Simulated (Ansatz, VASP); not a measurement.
**NiMoIrPdW: VASP beside Ansatz**

The input INCAR:

```
SYSTEM = NiMoIrPdW
PREC = Accurate
ENCUT = 600
EDIFF = 1E-6
ISMEAR = -1
SIGMA = 0.05
LREAL = .FALSE.
LASPH = .TRUE.
NELM = 150
ALGO = Normal
ISIF = 3
LWAVE = .FALSE.
LCHARG = .FALSE.
ISPIN = 2
MAGMOM = 1 1 0 0.6 0
LORBIT = 11
LMAXMIX = 4
GGA = RE
IBRION = 2
NSW = 60
EDIFFG = -0.01
```

KPOINTS

```
Automatic mesh
0
G
  8 8 2
  0 0 0
```

POSCAR

```
NiMoIrPdW
1.0
    2.7661600000      0.0000000000      0.0000000000
   -1.3830800000      2.3955700000      0.0000000000
    0.0000000000      0.0000000000     11.0229200000
Ni Mo Pd Ir W
1 1 1 1 1
Direct
    0.3333300000      0.6666700000      0.5971200000
    0.0000000000      0.0000000000      0.4107400000
    0.6666700000      0.3333300000      0.7952000000
    0.6666700000      0.3333300000      0.1996000000
    0.3333300000      0.6666700000      0.9973400000
```

Contents of input.yaml:

```yaml
crystal:
  lattice:
    - [2.76616, 0.0, 0.0]
    - [-1.38308, 2.39557, 0.0]
    - [0.0, 0.0, 11.02292]
  atoms:
    - { symbol: Ni, position: [0.33333, 0.66667, 0.59712], spin: 1.0 }
    - { symbol: Mo, position: [0.0, 0.0, 0.41074], spin: 1.0 }
    - { symbol: Pd, position: [0.66667, 0.33333, 0.7952] }
    - { symbol: Ir, position: [0.66667, 0.33333, 0.1996], spin: 0.6 }
    - { symbol: W, position: [0.33333, 0.66667, 0.99734] }
hamiltonian:
  xc: revpbe
  pseudopotentials: { kind: paw }
magnetization:
  spin_polarized: true
kpoints:
  mp_grid: { grid: [8, 8, 2] }
scf:
  occupations: { method: fermi_dirac, width: 0.05 }
output:
  forces: true
  stress: true
  eigenvalues: true
relax:
  f_tol: 0.01
  max_steps: 40
  cell: { stress_tol: 0.05 }
```

Alike in both runs: task relaxation of cell and atoms; functional revPBE; k mesh 8 × 8 × 2; occupations fermi-dirac, width 0.05 eV; collinear spin.

|  | VASP | Ansatz |
| --- | --- | --- |
| version | VASP 6.6.1 | Ansatz 0.2.0 |
| potentials or method | VASP PAW PBE potentials, release 64 (Ni, Mo_sv, Pd, Ir, W_sv) | Ansatz PAW |
| plane-wave cutoff (eV) | 600 | 420 |
| valence electrons in the cell | 57 | 81 |

|  | VASP | Ansatz | Ansatz less VASP |
| --- | --- | --- | --- |
| gap on the k mesh at the Fermi level, each at its own relaxed structure (eV) | none | none | - |
| net moment per atom (μB) | 0.00 | 0.00 | 0.000 |
| relaxed volume (Å³/atom) | 14.82 | 14.81 | -0.014 |
| relaxed cell length with the largest relative difference (Å) | 2.777 | 2.776 | -0.0016 |

VASP's potentials were made for PBE, not for revPBE. A gap of «none» marks a metal or a gap that the smearing closes. VASP's potentials hold 57 valence electrons a cell and Ansatz's 81, so a difference there can come from the potentials and not from the codes.

Spin-orbit coupling is off throughout. Noted on Ansatz's run: the plane-wave basis is chosen anew once the cell has moved, so the energies of steps on either side of that aren't comparable.
